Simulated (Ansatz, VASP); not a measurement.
**Two plane-wave programs on CdTe**

```xyz
2
Lattice="3.6815 0.0000 0.0000 0.0000 3.6815 0.0000 0.0000 0.0000 4.0054" Properties=species:S:1:pos:R:3 pbc="T T T"
Cd    1.8408    1.8408    2.0027
Te    0.0000    0.0000    0.0000
```

Alike in both runs: functional PBE; k mesh 16 × 16 × 14; occupations gaussian, width 0.1 eV; no spin polarisation.

Ansatz relaxed the structure, and its values are those at the end. VASP's run is a single point on that final structure, the one shown.

```csv
,VASP,Ansatz
version,VASP 6.6.1,Ansatz 0.2.0
potentials or method,"VASP PAW PBE potentials, release 64 (Cd, Te), cutoff 520 eV","scalar-relativistic, plane waves, PAW"
valence electrons in the cell,18,36
```

```csv
,VASP,Ansatz,Ansatz less VASP
gap on the k mesh at the Fermi level (eV),none,none,-
pressure (GPa),0.1,0.0,-0.11
```

A gap of «none» marks a metal or a gap that the smearing closes. VASP's potentials hold 18 valence electrons a cell and Ansatz's 36, so a difference there can come from the potentials and not from the codes.

Spin-orbit coupling is off throughout.
